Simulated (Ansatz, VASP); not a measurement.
**Ca3AsP in VASP and in Ansatz**

```
CELL_PARAMETERS angstrom
5.33390 0.00000 0.00000
0.00000 5.33390 0.00000
0.00000 0.00000 5.33390
ATOMIC_POSITIONS crystal
Ca 0.00000 0.50000 0.50000
Ca 0.50000 0.00000 0.50000
Ca 0.50000 0.50000 0.00000
P 0.50000 0.50000 0.50000
As 0.00000 0.00000 0.00000
```

Alike in both runs: task single point; functional LDA; k mesh 4 × 4 × 4; occupations gaussian, width 0.1 eV; no spin polarisation.

```csv
,VASP,Ansatz
version,VASP 6.6.1,Ansatz 0.2.0
potentials or method,"VASP PAW LDA potentials, release 64 (Ca_sv, P, As), cutoff 500 eV","scalar-relativistic, plane waves, PAW"
valence electrons in the cell,40,50
```

Ansatz gave:

- gap on the k mesh at the Fermi level (eV): none
- pressure (GPa): -2.8

Task: What did VASP give for the same quantities?

Result: gap on the k mesh at the Fermi level (eV): none; pressure (GPa): -2.7.

LDA's correlation is that of Perdew and Zunger in VASP and of Perdew and Wang (1992) in Ansatz. A gap of «none» marks a metal or a gap that the smearing closes. VASP's potentials hold 40 valence electrons a cell and Ansatz's 50, so a difference there can come from the potentials and not from the codes.
